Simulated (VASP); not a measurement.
Sb, 2 atoms in the cell. It takes space group R-3m (No. 166, trigonal). The conventional cell has a = 4.308 Å, b = 4.308 Å, c = 11.274 Å, α = 90.00°, β = 90.00°, γ = 120.00°. Sb (site symmetry 3m) has 6 Sb at 2.91 to 3.35 Å within 3.8 Å. 

```yaml
Program: VASP 6.6.1
Task: single point
Functional: PBE
Potentials_or_basis: VASP PAW PBE potentials, release 64 (Sb)
Cutoff: 520 eV
k_mesh: 8 × 8 × 8
Occupations: gaussian, width 0.1 eV
Spin: no spin polarisation
Dipole_correction: no
Further_INCAR_settings: ALGO = Normal; EDIFF = 1e-07; NBANDS = 12
```

Potentials or basis: VASP PAW PBE potentials, release 64 (Sb).

Run with:

```console
$ cat potpaw_PBE.64/Sb/POTCAR > POTCAR
$ mpirun -np 1 vasp_std > vasp.out
```

Hardware: 1 thread of Intel Xeon 8259CL (shared host).

Question: How long does it take, and how much memory?

Answer: It took 76 s on 1 thread of Intel Xeon 8259CL, on a shared host, peak memory 0.22 GiB. Counts: scf iterations 13, k points 65.
